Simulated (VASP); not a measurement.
**Zr: electric field gradients with PBE**

The system is Zr.

```xyz
1
Lattice="0.0000 2.2847 2.2847 2.2847 0.0000 2.2847 2.2847 2.2847 0.0000" Properties=species:S:1:pos:R:3 pbc="T T T"
Zr    0.0000    0.0000    0.0000
```

This cell differs from its parent crystal: volume scaled by 1.04.

```yaml
Program: VASP 6.6.1
Task: electric field gradients
Functional: PBE
Potentials_or_basis: VASP PAW PBE potentials, release 64 (Zr_sv)
Cutoff: 520 eV
k_mesh: 16 × 16 × 16
Occupations: fermi-dirac, width 0.05 eV
Spin: no spin polarisation
Dipole_correction: no
Further_INCAR_settings: ALGO = Normal; EDIFF = 1e-08; NBANDS = 12
```

- Pressure: -2.4 GPa
- Band gap on the k mesh: zero (band 6 reaches 9.59 eV, above the bottom of band 7 at 8.24 eV)

Levels at points of the mesh, in eV from the Fermi level:
```
           k point  band 3  band 4  band 5  band 6  band 7  band 8  band 9  band 10
(0.00, 0.00, 0.00)  -26.30  -26.30   -5.51    0.97    0.97    0.97    3.31     3.31
(0.50, 0.00, 0.00)  -26.42  -26.42   -2.88    0.80    0.80    1.02    5.02     5.02
(0.50, 0.50, 0.00)  -26.62  -26.62   -2.88   -2.10    2.86    5.03    5.51     5.51
```

Wall time 18 s on 1 thread of Intel Xeon 6975P-C, with other jobs on the host, peak memory 0.16 GiB.

Caveat: without QUAD_EFG the Cq values of the log hold for a quadrupole moment of 1 mb, not for the nuclei.
